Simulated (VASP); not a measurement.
# BaTiO3 (Cm) in VASP: single point with LDA+U

Aim: the single point of BaTiO3 with LDA+U.

Everything below comes from runs of VASP 6.6.1. Logs are shortened: lines on timing, memory, paths and dates and some standing lists are left out, and cuts for length are marked.

**1. The cell of the first run**

The typed cell holds 5 atoms: a = 3.944 Å, b = 3.944 Å, c = 3.945 Å, α = 89.95°, β = 89.95°, γ = 89.95°.

**2. Single point, LDA+U**

File INCAR:

```
ALGO = Normal
EDIFF = 1E-6
ENCUT = 600
GGA = CA
GGA_COMPAT = False
ISIF = 2
ISMEAR = -1
LASPH = True
LCHARG = False
LDAU = True
LDAUJ = 0 0 0
LDAUL = -1 2 -1
LDAUPRINT = 1
LDAUTYPE = 2
LDAUU = 0 1 0
LMAXMIX = 4
LREAL = False
LWAVE = False
NBANDS = 28
NELM = 200
PREC = Accurate
SIGMA = 0.05
```

File KPOINTS:

```
k-points
0
Gamma
  7 7 7
```

File POSCAR:

```
BaTiO3
1.0
    2.7876565684      1.6094196374      2.2789080777
   -2.7876165784      1.6093857367      2.2788831682
   -0.0000093639     -3.2193264426      2.2792626512
Ba Ti O
1 1 3
Direct
   -0.0003106553      0.9996855871     -0.0002284770
    0.5068880285      0.5068988395      0.5071177810
    0.4918821884      0.4918804844      0.9882199757
    0.4918615043      0.9883732305      0.4917959104
    0.9883789340      0.4918618485      0.4917947998
```

Potentials or basis: VASP PAW LDA potentials, release 64 (Ba_sv, Ti_sv, O).

Command:

```
$ cat potpaw_LDA.64/Ba_sv/POTCAR potpaw_LDA.64/Ti_sv/POTCAR potpaw_LDA.64/O/POTCAR > POTCAR
$ mpirun -np 1 vasp_std > vasp.out
```

OUTCAR:

```text
EDIFF = 1E-6
   ENCUT = 600
   GGA = CA
   ISIF = 2
   ISMEAR = -1
   LASPH = True
   LREAL = False
   NELM = 200
   PREC = Accurate

 ion  position               nearest neighbor table
   1  1.000  1.000  1.000-   5 2.75   4 2.75   3 2.75   5 2.79   4 2.79   3 2.79   3 2.79   5 2.79
                             4 2.79   3 2.83   5 2.83   4 2.83   2 3.37   2 3.40   2 3.40   2 3.40
   2  0.507  0.507  0.507-   3 1.90   4 1.90   5 1.90   5 2.05   4 2.05   3 2.05   1 3.37   1 3.40
                             1 3.40   1 3.40   1 3.43   1 3.43   1 3.43   1 3.47
   3  0.492  0.492  0.988-   2 1.90   2 2.05   1 2.75   1 2.79   1 2.79   1 2.83
   4  0.492  0.988  0.492-   2 1.90   2 2.05   1 2.75   1 2.79   1 2.79   1 2.83
   5  0.988  0.492  0.492-   2 1.90   2 2.05   1 2.75   1 2.79   1 2.79   1 2.83

  LATTYP: Found a base centered monoclinic cell.
 ALAT       =     9.6682286591
 B/A-ratio  =     0.5766592148
 C/A-ratio  =     0.4079860713
 COS(beta)  =    -0.8166543816

  Lattice vectors:

 A1 = (  -2.7876472045,   1.6099068052,  -4.5581707289)
 A2 = (   2.7876259423,   1.6099407059,  -4.5581458194)
 A3 = (  -0.0000093639,  -3.2193264426,   2.2792626512)

Analysis of symmetry for initial positions (statically):
=====================================================================
 Subroutine PRICEL returns:
 Original cell was already a primitive cell.

 Routine SETGRP: Setting up the symmetry group for a
 base centered monoclinic supercell.

 Subroutine GETGRP returns: Found  1 space group operations
 (whereof  1 operations were pure point group operations)
 out of a pool of  4 trial point group operations.

The static configuration has the point symmetry C_1 .

Analysis of symmetry for dynamics (positions and initial velocities):
=====================================================================
 Subroutine PRICEL returns:
 Original cell was already a primitive cell.

 Routine SETGRP: Setting up the symmetry group for a
 base centered monoclinic supercell.

 Subroutine GETGRP returns: Found  1 space group operations
 (whereof  1 operations were pure point group operations)
 out of a pool of  4 trial point group operations.

The dynamic configuration has the point symmetry C_1 .

 Subroutine INISYM returns: Found  1 space group operations
 (whereof  1 operations are pure point group operations),
 and found     1 'primitive' translations

----------------------------------------------------------------------------------------

                                     Primitive cell

  volume of cell :      61.3545

  direct lattice vectors                    reciprocal lattice vectors
     2.787656568  1.609419637  2.278908078     0.179362126  0.103556941  0.146268917
    -2.787616578  1.609385737  2.278883168    -0.179364693  0.103559122  0.146270524
    -0.000009364 -3.219326443  2.279262651     0.000000606 -0.207082712  0.146246046

  length of vectors
     3.943942538  3.943886044  3.944502627     0.253553561  0.253557195  0.253517564

  position of ions in fractional coordinates (direct lattice)
     0.999689345  0.999685587  0.999771523
     0.506888029  0.506898840  0.507117781
     0.491882188  0.491880484  0.988219976
     0.491861504  0.988373231  0.491795910
     0.988378934  0.491861849  0.491794800

  ion indices of the primitive-cell ions
   primitive index   ion index
                 1           1
                 2           2
                 3           3
                 4           4
                 5           5

----------------------------------------------------------------------------------------

 KPOINTS: k-points

Automatic generation of k-mesh.
 Grid dimensions read from file:
 generate k-points for:    7    7    7

 Generating k-lattice:

  Cartesian coordinates                     Fractional coordinates (reciprocal lattice)
     0.025623161  0.014793849  0.020895560     0.142857143  0.000000000  0.000000000
    -0.025623528  0.014794160  0.020895789     0.000000000  0.142857143  0.000000000
     0.000000087 -0.029583245  0.020892292     0.000000000  0.000000000  0.142857143

  Length of vectors
     0.036221937  0.036222456  0.036216795

  Shift w.r.t. Gamma in fractional coordinates (k-lattice)
     0.000000000  0.000000000  0.000000000

 Subroutine IBZKPT returns following result:
 ===========================================

 Found    172 irreducible k-points:

 Following reciprocal coordinates:
            Coordinates               Weight
  0.000000  0.000000  0.000000      1.000000
  0.142857  0.000000 -0.000000      2.000000
 -0.000000 -0.142857 -0.000000      2.000000
  0.285714  0.000000 -0.000000      2.000000
 -0.000000 -0.285714  0.000000      2.000000
  0.428571  0.000000 -0.000000      2.000000
[... 16 lines left out ...]
 -0.285714  0.285714 -0.000000      2.000000
  0.428571  0.428571  0.000000      2.000000
 [... further k-points ...]
   k-points           NKPTS =    172   k-points in BZ     NKDIM =    172   number of bands    NBANDS=     28
   number of dos      NEDOS =    301   number of ions     NIONS =      5
   total plane-waves  NPLWV =  32768
   dimension x,y,z NGX =    32 NGY =   32 NGZ =   32
   dimension x,y,z NGXF=    64 NGYF=   64 NGZF=   64
   ions per type =               1   1   3
   NGX,Y,Z   is equivalent  to a cutoff of  13.49, 13.49, 13.49 a.u.
   NGXF,Y,Z  is equivalent  to a cutoff of  26.98, 26.98, 26.97 a.u.
 SYSTEM =  unknown system
   PREC   = accura    normal or accurate (medium, high low for compatibility)
   ISTART =      0    job   : 0-new  1-cont  2-samecut
   ICHARG =      2    charge: 1-file 2-atom 10-const
   ISPIN  =      1    spin polarized calculation?
   LNONCOLLINEAR =      F non collinear calculations
   LSORBIT =      F    spin-orbit coupling
   LASPH  =      T    aspherical Exc in radial PAW
   ENCUT  =  600.0 eV  44.10 Ry    6.64 a.u.   7.88  7.88  7.88*2*pi/ulx,y,z
   NELM   =    200;   NELMIN=  2; NELMDL= -5     # of ELM steps
   EDIFF  = 0.1E-05   stopping-criterion for ELM
   LREAL  =      F    real-space projection
   EDIFFG = 0.1E-04   stopping-criterion for IOM
   NSW    =      0    number of steps for IOM
   IBRION =     -1    ionic relax: 0-MD 1-quasi-New 2-CG
   NFREE  =      0    steps in history (QN), initial steepest desc. (CG)
   ISIF   =      2    stress and relaxation
   ISYM   =      2    0-nonsym 1-usesym 2-fastsym
   POTIM  = 0.5000    time-step for ionic-motion
   TEBEG  =    0.0;   TEEND  =   0.0 temperature during run
   PSTRESS=    0.0 pullay stress
   NELECT =      40.0000    total number of electrons
   NUPDOWN=      -1.0000    fix difference up-down
   EMIN   =  10.00;   EMAX   =-10.00  energy-range for DOS
   EFERMI =   0.00;   METHOD = LEGACY
   ISMEAR =    -1;   SIGMA  =   0.05  broadening in eV -4-tet -1-fermi 0-gaus
   EFERMI_NEDOS =   21; number of points for ismear=-14 and -15
   IALGO  =     38    algorithm
   IMIX   =      4    mixing-type and parameters
     AMIX     =   0.40;   BMIX     =  1.00
     AMIX_MAG =   1.60;   BMIX_MAG =  1.00
  volume/ion in A,a.u.               =      12.27        82.81
  Fermi-wavevector in a.u.,A,eV,Ry     =   1.419534  2.682531 27.416799  2.015078
  Thomas-Fermi vector in A             =   2.540545
   LORBIT       =      0    0 simple, 1 ext, 2 COOP (PROOUT), +10 PAW based schemes
 LDA+U is selected, type is set to LDAUTYPE =  2
   angular momentum for each species LDAUL =    -1    2   -1
   U (eV)           for each species LDAUU =   0.0  1.0  0.0
   J (eV)           for each species LDAUJ =   0.0  0.0  0.0
   GGA     = CA    functional components
   LHFCALC =     F    Hartree Fock is set to
   AEXX    =    0.0000 exact exchange contribution
   IVDW    =     0    specifies the selected vdW correction
   LEPSILON=     F    determine dielectric tensor
   LRPA    =     F    only Hartree local field effects (RPA)
 non-spin polarized calculation
  energy-cutoff  :      600.00
  volume of cell :       61.35
 maximum number of plane-waves:      2095
   NGX = 15   NGY = 15   NGZ = 15

atom =   2  type =  2  l = 2

 onsite density matrix

spin component  1

  0.1742 -0.0000  0.0000  0.0620 -0.0000
 -0.0000  0.2118 -0.0000 -0.0000  0.0620
  0.0000 -0.0000  0.1278 -0.0000  0.0000
  0.0620 -0.0000 -0.0000  0.2117 -0.0000
 -0.0000  0.0620  0.0000 -0.0000  0.1742

spin component  2

  0.1742 -0.0000  0.0000  0.0620 -0.0000
 -0.0000  0.2118 -0.0000 -0.0000  0.0620
  0.0000 -0.0000  0.1278 -0.0000  0.0000
  0.0620 -0.0000 -0.0000  0.2117 -0.0000
 -0.0000  0.0620  0.0000 -0.0000  0.1742

 occupancies and eigenvectors

  o =  0.1278  v =  0.0060 -0.0596 -0.9949 -0.0044  0.0807  0.0000  0.0000  0.0000  0.0000  0.0000      0.0000  0.0000  0.0000  0.0000  0.0000  0.0000  0.0000  0.0000  0.0000  0.0000
  o =  0.1278  v =  0.0000  0.0000  0.0000  0.0000  0.0000  0.0060 -0.0596 -0.9949 -0.0044  0.0807      0.0000  0.0000  0.0000  0.0000  0.0000  0.0000  0.0000  0.0000  0.0000  0.0000
  o =  0.1282  v =  0.0413  0.5920 -0.0999 -0.0306 -0.7981  0.0000  0.0000  0.0000  0.0000  0.0000      0.0000  0.0000  0.0000  0.0000  0.0000  0.0000  0.0000  0.0000  0.0000  0.0000
  o =  0.1282  v =  0.0000  0.0000  0.0000  0.0000  0.0000  0.0413  0.5920 -0.0999 -0.0306 -0.7981      0.0000  0.0000  0.0000  0.0000  0.0000  0.0000  0.0000  0.0000  0.0000  0.0000
  o =  0.1282  v =  0.0000  0.0000  0.0000  0.0000  0.0000 -0.8019  0.0300 -0.0126  0.5952 -0.0405      0.0000  0.0000  0.0000  0.0000  0.0000  0.0000  0.0000  0.0000  0.0000  0.0000
  o =  0.1282  v = -0.8019  0.0300 -0.0126  0.5952 -0.0405  0.0000  0.0000  0.0000  0.0000  0.0000      0.0000  0.0000  0.0000  0.0000  0.0000  0.0000  0.0000  0.0000  0.0000  0.0000
  o =  0.2577  v =  0.0000  0.0000  0.0000  0.0000  0.0000 -0.5941 -0.0630 -0.0000 -0.8005 -0.0467      0.0000  0.0000  0.0000  0.0000  0.0000  0.0000  0.0000  0.0000  0.0000  0.0000
  o =  0.2577  v = -0.5941 -0.0630 -0.0000 -0.8005 -0.0467  0.0000  0.0000  0.0000  0.0000  0.0000      0.0000  0.0000  0.0000  0.0000  0.0000  0.0000  0.0000  0.0000  0.0000  0.0000
  o =  0.2578  v =  0.0467 -0.8007 -0.0002  0.0630 -0.5939  0.0000  0.0000  0.0000  0.0000  0.0000      0.0000  0.0000  0.0000  0.0000  0.0000  0.0000  0.0000  0.0000  0.0000  0.0000
  o =  0.2578  v =  0.0000  0.0000  0.0000  0.0000  0.0000  0.0467 -0.8007 -0.0002  0.0630 -0.5939      0.0000  0.0000  0.0000  0.0000  0.0000  0.0000  0.0000  0.0000  0.0000  0.0000

 number of electron      40.0000018 magnetization

 Free energy of the ion-electron system (eV)
  ---------------------------------------------------
  ext. energy  EPLUGINS =         0.00000000
  ---------------------------------------------------
  free energy    TOTEN  =       -43.44240227 eV

  energy without entropy =      -43.44240227  energy(sigma->0) =      -43.44240227

 E-fermi :   4.9779     XC(G=0): -11.9604

 val. band max:        3.8215208786   @ k =   0.4286   0.4286   0.4286
 cond. band min:       5.9735297746   @ k =   0.0000   0.0000   0.0000
 fundamental gap:      2.1520088961
 Fermi energy:         4.9779426588

 k-point     1 :       0.0000    0.0000    0.0000
  band No.  band energies     occupation
      1     -51.9531      2.00000
      2     -28.6003      2.00000
      3     -28.5998      2.00000
      4     -28.5959      2.00000
      5     -20.6746      2.00000
      6     -12.7819      2.00000
[... 20 lines left out ...]
     27       8.8438      0.00000
     28      11.5674      0.00000

 k-point     2 :       0.1429    0.0000   -0.0000
  band No.  band energies     occupation
      1     -51.9528      2.00000
      2     -28.6112      2.00000
      3     -28.5996      2.00000
      4     -28.5966      2.00000
      5     -20.6458      2.00000
      6     -12.8098      2.00000
[... 20 lines left out ...]
     27       9.2733      0.00000
     28      12.0664      0.00000

 k-point     3 :      -0.0000   -0.1429   -0.0000
  band No.  band energies     occupation
      1     -51.9528      2.00000
      2     -28.6112      2.00000
      3     -28.5996      2.00000
      4     -28.5965      2.00000
      5     -20.6458      2.00000
      6     -12.8098      2.00000
[... 616 lines left out ...]
      3     -28.6342      2.00000
      4     -28.5956      2.00000
      5     -20.5064      2.00000
      6     -12.7708      2.00000
[... 20 lines left out ...]
     27      11.8150      0.00000
     28      12.7607      0.00000

 k-point    24 :       0.4286    0.4286    0.0000
  band No.  band energies     occupation
      1     -51.9504      2.00000
      2     -28.6576      2.00000
      3     -28.6551      2.00000
      4     -28.5939      2.00000
      5     -20.4307      2.00000
      6     -12.5238      2.00000
[... 20 lines left out ...]
     27      12.2182      0.00000
     28      13.9773      0.00000

 [... further k-points ...]

------------------------ aborting loop because EDIFF is reached ----------------------------------------

  FORCE on cell =-STRESS in cart. coord.  units (eV):
  Direction    XX          YY          ZZ          XY          YZ          ZX
  --------------------------------------------------------------------------------------
  -------------------------------------------------------------------------------------
  Total        1.1267063      1.1283992      1.0974605     -0.0007043     -0.0004745     -0.0005864
  in kB       29.4221612     29.4663690     28.6584538     -0.0183906     -0.0123900     -0.0153125
  external PRESSURE =      29.1823280 kB  Pullay stress =       0.0000000 kB

 VOLUME and BASIS-vectors are now :
 -----------------------------------------------------------------------------
  energy-cutoff  :      600.00
  volume of cell :       61.35
      direct lattice vectors                 reciprocal lattice vectors
     2.787656568  1.609419637  2.278908078     0.179362126  0.103556941  0.146268917
    -2.787616578  1.609385737  2.278883168    -0.179364693  0.103559122  0.146270524
    -0.000009364 -3.219326443  2.279262651     0.000000606 -0.207082712  0.146246046

 POSITION                                       TOTAL-FORCE (eV/Angst)
 -----------------------------------------------------------------------------------
      0.00004     -0.00079      6.83511        -0.000168      0.000249     -0.029298
     -0.00001     -0.00099      3.46617         0.000318      0.002211     -0.174705
      0.00002     -1.59813      4.49431         0.000044     -0.080924      0.068910
     -1.38407      0.79903      4.49423        -0.068197      0.039340      0.067649
      1.38413      0.79906      4.49425         0.068002      0.039125      0.067443
 -----------------------------------------------------------------------------------
    total drift:                               -0.000001      0.000000      0.000416

  FREE ENERGIE OF THE ION-ELECTRON SYSTEM (eV)
  ---------------------------------------------------
  free  energy   TOTEN  =       -43.4424022701 eV

  energy  without entropy=      -43.4424022700  energy(sigma->0) =      -43.44240227
```

Run time: 6.7 min. Hardware: 1 thread of Oxide Virtual Turin-like, shared host; peak memory 0.4 GiB.

Results:

```
Free energy            : -43.4424 eV
Pressure               : 2.9 GPa
Largest force          : 0.175 eV/Å
Band gap on the k mesh : 2.15 eV (least direct gap 2.29 eV)
```

Forces on the atoms (eV/Å):
```
Ba   0.000  0.000 -0.029
Ti   0.000  0.002 -0.175
O    0.000 -0.081  0.069
O   -0.068  0.039  0.068
O    0.068  0.039  0.067
```

Stress tensor (GPa, compression positive):
```
2.94 0.00 0.00
0.00 2.95 0.00
0.00 0.00 2.87
```

Eigenvalues of the final occupation matrices:
```csv
site,spin,trace,eigenvalues
site 2 d,1,0.90,0.13 0.13 0.13 0.26 0.26
site 2 d,2,0.90,0.13 0.13 0.13 0.26 0.26
```

Caveat: spin-orbit coupling is left out, which moves the levels of the heavy elements.
